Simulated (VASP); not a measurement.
# TaO (P6/mmm) in VASP: further runs

TaO is run at these levels: PBE; tasks: relaxation of cell and atoms.

Program: VASP 6.6.1. These are calculated values, not measurements. Logs are shortened: lines on timing, memory, paths and dates and some standing lists are left out, and cuts for length are marked.

### 1 The cell of the first run

It takes space group P6/mmm (No. 191, hexagonal). Conventional cell: a = 3.066 Å, b = 3.066 Å, c = 3.855 Å, α = 90.00°, β = 90.00°, γ = 120.00°. Within 2.6 Å of Ta (site symmetry 6/mmm) lie 2 O at 1.93 Å. O (site symmetry 6/mmm) has 2 Ta at 1.93 Å within 2.6 Å.

### 2 Relaxation of cell and atoms, PBE, target pressure 5 GPa, at which the enthalpy is minimised

Contents of INCAR:

```
SYSTEM = TaO
PREC     = Accurate       ! precision mode
ENCUT    = 600            ! plane-wave cutoff, eV
EDIFF    = 1E-7           ! SCF threshold, eV
ISMEAR   = -1             ! smearing method
SIGMA    = 0.05           ! smearing width, eV
LREAL    = .False.        ! projectors in reciprocal space
LASPH    = .True.         ! aspherical terms in the spheres
NELM     = 80             ! most SCF steps
ALGO     = Normal         ! electronic algorithm
ISIF     = 3              ! what is computed and relaxed
LWAVE    = .False.        ! write WAVECAR
LCHARG   = .False.        ! write CHGCAR
GGA      = PE             ! functional
IBRION   = 2              ! ionic algorithm
NSW      = 60             ! ionic steps
EDIFFG   = -0.01          ! ionic threshold
PSTRESS  = 50.0
```

Contents of KPOINTS:

```
Automatic mesh
0
Gamma
  10 10 7
  0 0 0
```

Contents of POSCAR:

```
TaO
1.0
    3.0661100000      0.0000000000      0.0000000000
   -1.5330600000      2.6553300000      0.0000000000
    0.0000000000      0.0000000000      3.8550200000
Ta O
1 1
Direct
    0.0000000000      0.0000000000      0.5000000000
    0.0000000000      0.0000000000      0.0000000000
```

Potentials or basis: VASP PAW PBE potentials, release 64 (Ta_pv, O).

The run is started by

```bash
cat potpaw_PBE.64/Ta_pv/POTCAR potpaw_PBE.64/O/POTCAR > POTCAR
mpirun -np 1 vasp_std > vasp.out
```

OUTCAR:

```text
SYSTEM = TaO
   PREC = Accurate
   ENCUT = 600
   EDIFF = 1E-7
   ISMEAR = -1
   LREAL = .False.
   LASPH = .True.
   NELM = 80
   ISIF = 3
   GGA = PE
   IBRION = 2
   NSW = 60
   EDIFFG = -0.01
   PSTRESS = 50.0

 ion  position               nearest neighbor table
   1  0.000  0.000  0.500-   2 1.93   2 1.93
   2  0.000  0.000  0.000-   1 1.93   1 1.93

  LATTYP: Found a hexagonal cell.
 ALAT       =     3.0661100000
 C/A-ratio  =     1.2572999664

  Lattice vectors:

 A1 = (   3.0661100000,   0.0000000000,   0.0000000000)
 A2 = (  -1.5330600000,   2.6553300000,   0.0000000000)
 A3 = (   0.0000000000,   0.0000000000,   3.8550200000)

Analysis of symmetry for initial positions (statically):
=====================================================================
 Subroutine PRICEL returns:
 Original cell was already a primitive cell.

 Routine SETGRP: Setting up the symmetry group for a
 hexagonal supercell.

 Subroutine GETGRP returns: Found 24 space group operations
 (whereof 24 operations were pure point group operations)
 out of a pool of 24 trial point group operations.

The static configuration has the point symmetry D_6h.

Analysis of symmetry for dynamics (positions and initial velocities):
=====================================================================
 Subroutine PRICEL returns:
 Original cell was already a primitive cell.

 Routine SETGRP: Setting up the symmetry group for a
 hexagonal supercell.

 Subroutine GETGRP returns: Found 24 space group operations
 (whereof 24 operations were pure point group operations)
 out of a pool of 24 trial point group operations.

The dynamic configuration has the point symmetry D_6h.

 Subroutine INISYM returns: Found 24 space group operations
 (whereof 24 operations are pure point group operations),
 and found     1 'primitive' translations

----------------------------------------------------------------------------------------

                                     Primitive cell

  volume of cell :      31.3858

  direct lattice vectors                    reciprocal lattice vectors
     3.066110000  0.000000000  0.000000000     0.326146159  0.188301127  0.000000000
    -1.533060000  2.655330000  0.000000000     0.000000000  0.376601025  0.000000000
     0.000000000  0.000000000  3.855020000     0.000000000  0.000000000  0.259402026

  length of vectors
     3.066110000  3.066113235  3.855020000     0.376601423  0.376601025  0.259402026

  position of ions in fractional coordinates (direct lattice)
     0.000000000  0.000000000  0.500000000
     0.000000000  0.000000000  0.000000000

  ion indices of the primitive-cell ions
   primitive index   ion index
                 1           1
                 2           2

----------------------------------------------------------------------------------------

 KPOINTS: Automatic mesh

Automatic generation of k-mesh.
 Grid dimensions read from file:
 generate k-points for:   10   10    7

 Generating k-lattice:

  Cartesian coordinates                     Fractional coordinates (reciprocal lattice)
     0.032614616  0.018830113  0.000000000     0.100000000  0.000000000  0.000000000
     0.000000000  0.037660103  0.000000000     0.000000000  0.100000000  0.000000000
     0.000000000  0.000000000  0.037057432     0.000000000  0.000000000  0.142857143

  Length of vectors
     0.037660142  0.037660103  0.037057432

  Shift w.r.t. Gamma in fractional coordinates (k-lattice)
     0.000000000  0.000000000  0.000000000

 Subroutine IBZKPT returns following result:
 ===========================================

 Found     56 irreducible k-points:

 Following reciprocal coordinates:
            Coordinates               Weight
  0.000000  0.000000  0.000000      1.000000
  0.100000  0.000000  0.000000      6.000000
  0.200000  0.000000  0.000000      6.000000
  0.300000  0.000000  0.000000      6.000000
  0.400000  0.000000  0.000000      6.000000
  0.500000  0.000000  0.000000      3.000000
[... 16 lines left out ...]
  0.300000  0.100000  0.142857     24.000000
  0.400000  0.100000  0.142857     24.000000
 [... further k-points ...]
   k-points           NKPTS =     56   k-points in BZ     NKDIM =     56   number of bands    NBANDS=     12
   number of dos      NEDOS =    301   number of ions     NIONS =      2
   total plane-waves  NPLWV =  18432
   dimension x,y,z NGX =    24 NGY =   24 NGZ =   32
   dimension x,y,z NGXF=    48 NGYF=   48 NGZF=   64
   ions per type =               1   1
   NGX,Y,Z   is equivalent  to a cutoff of  13.01, 13.01, 13.80 a.u.
   NGXF,Y,Z  is equivalent  to a cutoff of  26.03, 26.03, 27.60 a.u.
 SYSTEM =  TaO
   PREC   = accura    normal or accurate (medium, high low for compatibility)
   ISTART =      0    job   : 0-new  1-cont  2-samecut
   ICHARG =      2    charge: 1-file 2-atom 10-const
   ISPIN  =      1    spin polarized calculation?
   LNONCOLLINEAR =      F non collinear calculations
   LSORBIT =      F    spin-orbit coupling
   LASPH  =      T    aspherical Exc in radial PAW
   ENCUT  =  600.0 eV  44.10 Ry    6.64 a.u.   6.12  6.12  7.70*2*pi/ulx,y,z
   NELM   =     80;   NELMIN=  2; NELMDL= -5     # of ELM steps
   EDIFF  = 0.1E-06   stopping-criterion for ELM
   LREAL  =      F    real-space projection
   EDIFFG = -.1E-01   stopping-criterion for IOM
   NSW    =     60    number of steps for IOM
   IBRION =      2    ionic relax: 0-MD 1-quasi-New 2-CG
   NFREE  =      1    steps in history (QN), initial steepest desc. (CG)
   ISIF   =      3    stress and relaxation
   ISYM   =      2    0-nonsym 1-usesym 2-fastsym
   POTIM  = 0.5000    time-step for ionic-motion
   TEBEG  =    0.0;   TEEND  =   0.0 temperature during run
   PSTRESS=   50.0 pullay stress
   NELECT =      17.0000    total number of electrons
   NUPDOWN=      -1.0000    fix difference up-down
   EMIN   =  10.00;   EMAX   =-10.00  energy-range for DOS
   EFERMI =   0.00;   METHOD = LEGACY
   ISMEAR =    -1;   SIGMA  =   0.05  broadening in eV -4-tet -1-fermi 0-gaus
   EFERMI_NEDOS =   21; number of points for ismear=-14 and -15
   IALGO  =     38    algorithm
   IMIX   =      4    mixing-type and parameters
     AMIX     =   0.40;   BMIX     =  1.00
     AMIX_MAG =   1.60;   BMIX_MAG =  1.00
  volume/ion in A,a.u.               =      15.69       105.90
  Fermi-wavevector in a.u.,A,eV,Ry     =   1.334484  2.521810 24.229918  1.780849
  Thomas-Fermi vector in A             =   2.463262
   LORBIT       =      0    0 simple, 1 ext, 2 COOP (PROOUT), +10 PAW based schemes
   GGA     = PE    functional components
   LHFCALC =     F    Hartree Fock is set to
   AEXX    =    0.0000 exact exchange contribution
   IVDW    =     0    specifies the selected vdW correction
   LEPSILON=     F    determine dielectric tensor
   LRPA    =     F    only Hartree local field effects (RPA)
 conjugate gradient relaxation of ions
 non-spin polarized calculation
  energy-cutoff  :      600.00
  volume of cell :       31.39
 maximum number of plane-waves:      1066
   NGX = 13   NGY = 13   NGZ = 15

--------------------------------------- Ionic step        1  -------------------------------------------

 number of electron      16.9999998 magnetization

 Free energy of the ion-electron system (eV)
  ---------------------------------------------------
  ext. energy  EPLUGINS =         0.00000000
  ---------------------------------------------------
  free energy    TOTEN  =       -19.50850055 eV

  energy without entropy =      -19.48388162  energy(sigma->0) =      -19.49619108

------------------------ aborting loop because EDIFF is reached ----------------------------------------

  FORCE on cell =-STRESS in cart. coord.  units (eV):
  Direction    XX          YY          ZZ          XY          YZ          ZX
  --------------------------------------------------------------------------------------
  -------------------------------------------------------------------------------------
  Total       -0.0450914     -0.0450914      0.2787595      0.0000001      0.0000000      0.0000000
  in kB       -2.3018203     -2.3018218     14.2300820      0.0000043      0.0000000      0.0000000
  external PRESSURE =     -46.7911867 kB  Pullay stress =      50.0000000 kB
[... 137 lines left out ...]
  enthalpy is  TOTEN    =       -18.5435773008 eV   P V=        0.9241199389

--------------------------------------- Ionic step        5  -------------------------------------------

 number of electron      16.9999999 magnetization

 Free energy of the ion-electron system (eV)
  ---------------------------------------------------
  ext. energy  EPLUGINS =         0.00000000
  ---------------------------------------------------
  free energy    TOTEN  =       -19.48849569 eV

  energy without entropy =      -19.46549395  energy(sigma->0) =      -19.47699482

 E-fermi :   3.9188     XC(G=0): -11.2585

 val. band max:        3.8772190422   @ k =   0.3000   0.3000   0.4286
 cond. band min:       3.9256695172   @ k =   0.3000   0.2000   0.2857
 fundamental gap:      0.0484504750
 Fermi energy:         3.9188329813

 k-point     1 :       0.0000    0.0000    0.0000
  band No.  band energies     occupation
      1     -30.9064      2.00000
      2     -30.2234      2.00000
      3     -30.2234      2.00000
      4     -15.5328      2.00000
      5      -1.5116      2.00000
      6       0.5395      2.00000
      7       1.7588      2.00000
      8       1.7588      2.00000
      9       4.5576      0.00001
     10       4.5577      0.00001
     11       7.3642      0.00000
     12       7.3642      0.00000
[... 331 lines left out ...]
 k-point    24 :       0.4000    0.1000    0.1429
  band No.  band energies     occupation
      1     -30.8983      2.00000
      2     -30.8388      2.00000
      3     -30.4318      2.00000
      4     -14.7515      2.00000
      5      -1.2010      2.00000
      6       0.0648      2.00000
      7       0.5544      2.00000
      8       1.4510      2.00000
      9       3.9338      0.85185
     10       6.5634      0.00000
     11       6.7096      0.00000
     12      10.1779      0.00000

 [... further k-points ...]

------------------------ aborting loop because EDIFF is reached ----------------------------------------

  FORCE on cell =-STRESS in cart. coord.  units (eV):
  Direction    XX          YY          ZZ          XY          YZ          ZX
  --------------------------------------------------------------------------------------
  -------------------------------------------------------------------------------------
  Total        0.9385279      0.9385285      0.9518794     -0.0000018      0.0000000      0.0000000
  in kB       50.0858798     50.0859120     50.7984026     -0.0000949      0.0000000      0.0000000
  external PRESSURE =       0.3233981 kB  Pullay stress =      50.0000000 kB
[... 17 lines left out ...]
  FREE ENERGIE OF THE ION-ELECTRON SYSTEM (eV)
  ---------------------------------------------------
  free  energy   TOTEN  =       -19.4884956918 eV

  energy  without entropy=      -19.4654939487  energy(sigma->0) =      -19.47699482

  enthalpy is  TOTEN    =       -18.5515770871 eV   P V=        0.9369186047

 reached required accuracy - stopping structural energy minimisation
```

It took 92 s on 1 thread of Intel Xeon 8259CL, shared host; peak memory 0.18 GiB.

What came out:

```yaml
Free_energy: -19.4885 eV
Relaxed_volume: 15.01 Å³/atom
Relaxed_cell: a = 3.003 Å, b = 3.003 Å, c = 3.845 Å, α = 90.00°, β = 90.00°, γ = 120.00°
Space_group_after_relaxing_to_0.1_Å: P6/mmm (No. 191)
Energy_change_on_relaxing_the_run_minimises_the_enthalpy: +10.0 meV/atom
Ionic_steps: 5
Pressure_after_relaxing: 5.0 GPa
Band_gap_on_the_k_mesh: zero (an odd number of electrons rules out a gap without spin polarisation)
```

The path:
```
step  energy change (eV)  largest force (eV/Å)  pressure (GPa)  volume (Å³)
   1              0.0000                0.0000            0.32        31.39
   2              0.0688                0.0000           12.72        29.35
   3              0.0151                0.0000            5.71        30.42
   4              0.0408                0.0000            4.50        29.61
   5              0.0200                0.0000            5.03        30.02
```

Final structure:
```
Ta O
1.0
     3.00267    0.00000    0.00000
    -1.50134    2.60039    0.00000
     0.00000    0.00000    3.84499
Ta O
1 1
Direct
  0.00000 0.00000 0.50000
  0.00000 0.00000 0.00000
```

Levels at points of the mesh, in eV from the Fermi level:
```csv
k point,band 5,band 6,band 7,band 8,band 9,band 10,band 11,band 12
"(0.00, 0.00, 0.00)",-5.43,-3.38,-2.16,-2.16,0.64,0.64,3.45,3.45
"(0.50, 0.00, 0.00)",-4.86,-3.18,-2.91,-2.64,-0.73,2.56,4.09,5.50
```

Caveat: the cell is relaxed towards a set pressure, so the run minimises the enthalpy, not the energy; spin-orbit coupling is left out, which moves the levels of the heavy elements; an odd number of electrons without spin polarisation forces a metal; a magnetic or distorted state may lie lower.

### 3 Relaxation of cell and atoms, PBE, target pressure 10 GPa, at which the enthalpy is minimised

Contents of INCAR:

```
ALGO = Normal
EDIFF = 1E-6
EDIFFG = -0.01
ENCUT = 600
GGA = PE
IBRION = 2
ISIF = 3
ISMEAR = -1
LASPH = T
LCHARG = F
LREAL = F
LWAVE = F
NELM = 80
NSW = 60
PREC = Accurate
PSTRESS = 100.0
SIGMA = 0.05
```

Contents of KPOINTS:

```
k-points
0
Gamma
  10 10 7
```

POSCAR is that of step 2.

Potentials or basis: VASP PAW PBE potentials, release 64 (Ta_pv, O).

The run is started by

```bash
cat potpaw_PBE.64/Ta_pv/POTCAR potpaw_PBE.64/O/POTCAR > POTCAR
mpirun -np 1 vasp_std > vasp.out
```

It took 1.9 min on 1 thread of Intel Xeon 8259CL, shared host; peak memory 0.18 GiB.

It converged, with:

```
Free energy                                                : -19.4375 eV
Relaxed volume                                             : 14.46 Å³/atom
Relaxed cell                                               : a = 2.952 Å, b = 2.952 Å, c = 3.832 Å, α = 90.00°, β = 90.00°, γ = 120.00°
Space group after relaxing (to 0.1 Å)                      : P6/mmm (No. 191)
Energy change on relaxing (the run minimises the enthalpy) : +35.5 meV/atom
Ionic steps                                                : 8
Pressure after relaxing                                    : 10.0 GPa
Band gap on the k mesh                                     : zero (an odd number of electrons rules out a gap without spin polarisation)
```

The path:
```
step  energy change (eV)  largest force (eV/Å)  pressure (GPa)  volume (Å³)
   1              0.0000                0.0000            0.32        31.39
   2              0.3565                0.0000           33.02        27.27
   3              0.0477                0.0000           10.47        29.80
   4              0.1861                0.0000           10.38        27.89
   5              0.0695                0.0000            9.86        28.95
   6              0.0705                0.0000            9.87        28.93
   7              0.0727                0.0000           10.43        28.90
   8              0.0710                0.0000           10.01        28.92
```

Final structure:
```xyz
2
Lattice="2.9520 0.0000 0.0000 -1.4760 2.5565 0.0000 0.0000 0.0000 3.8322" Properties=species:S:1:pos:R:3 pbc="T T T"
Ta    0.0000    0.0000    1.9161
O     0.0000    0.0000    0.0000
```

Levels at points of the mesh, in eV from the Fermi level:
```tsv
k point	band 6	band 7	band 8	band 9	band 10	band 11	band 12
(0.00, 0.00, 0.00)	-3.31	-2.02	-2.02	0.67	0.67	3.70	3.70
(0.50, 0.00, 0.00)	-3.35	-2.79	-2.54	-0.84	2.74	4.36	5.89
```

Caveat: the cell is relaxed towards a set pressure, so the run minimises the enthalpy, not the energy; spin-orbit coupling is left out, which moves the levels of the heavy elements; an odd number of electrons without spin polarisation forces a metal; a magnetic or distorted state may lie lower.

[end of part 1 of 2]
